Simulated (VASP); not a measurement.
Set up this calculation in VASP 6.6.1, as the native input.

* Task: single point
* Functional: r2SCAN
* Potentials or basis: VASP PAW PBE potentials, release 64 (Pt)
* Cutoff: 520 eV
* k mesh: 10 × 10 × 10
* Occupations: fermi-dirac, width 0.05 eV
* Spin: no spin polarisation
* Dipole correction: no
* Further INCAR settings: ALGO = Normal; EDIFF = 1e-06; NBANDS = 17

Crystal: Pt.

```
Pt
1.0
     0.00000    2.69511    2.69511
     2.69511    0.00000    2.69511
     2.69511    2.69511    0.00000
Pt
2
Direct
  0.78500 0.90500 0.90500
  0.21500 0.09500 0.09500
```

This cell differs from its parent crystal: shortest bond scaled by 0.76.

These files were run (other wordings do the same):

POSCAR

```
Pt
1.0
    0.0000000000      2.6951100335      2.6951100335
    2.6951100335      0.0000000000      2.6951100335
    2.6951100335      2.6951100335      0.0000000000
Pt
2
Direct
   -0.2150000000     -0.0950000000     -0.0950000000
    0.2150000000      0.0950000000      0.0950000000
```

INCAR.step1

```
ALGO = Normal ; EDIFF = 1E-4
ENCUT = 520 ; GGA = PE
ISMEAR = -1 ; LASPH = T
LCHARG = F ; LREAL = F
LWAVE = T ; NBANDS = 17
NELM = 100 ; PREC = Accurate
SIGMA = 0.05
```

INCAR.step2

```
ALGO = Normal ; EDIFF = 1E-6
ENCUT = 520 ; ISIF = 2
ISMEAR = -1 ; ISTART = 1
LASPH = T ; LCHARG = F
LMIXTAU = T ; LREAL = F
LWAVE = F ; METAGGA = R2SCAN
NBANDS = 17 ; NELM = 100
PREC = Accurate ; SIGMA = 0.05
```

KPOINTS

```
k-points
0
Gamma
  10 10 10
```

Potentials or basis: VASP PAW PBE potentials, release 64 (Pt).

Launch:

```console
$ cat potpaw_PBE.64/Pt/POTCAR > POTCAR
$ cp INCAR.step1 INCAR
$ mpirun -np 1 vasp_std > vasp.out
$ cp INCAR.step2 INCAR
$ mpirun -np 1 vasp_std > vasp.out
```

It gave:

```yaml
Pressure: 85.0 GPa
Largest_force: 33.043 eV/Å
Band_gap_on_the_k_mesh: zero (bands 10 and 11 overlap by 2.73 eV)
```

Caveat: the cell differs from its parent crystal (shortest bond scaled by 0.76); atoms lie so close that the PAW spheres overlap strongly, which falsifies energies and pressures; the cell stands under pressure; the PAW data sets were made with another functional, which shifts forces and pressure a little; spin-orbit coupling is left out, which moves the levels of the heavy elements.

Run time: 4 min on 1 thread of Intel(R) Xeon(R) Platinum 8488C (Sapphire Rapids) (shared host), peak memory 0.2 GiB.
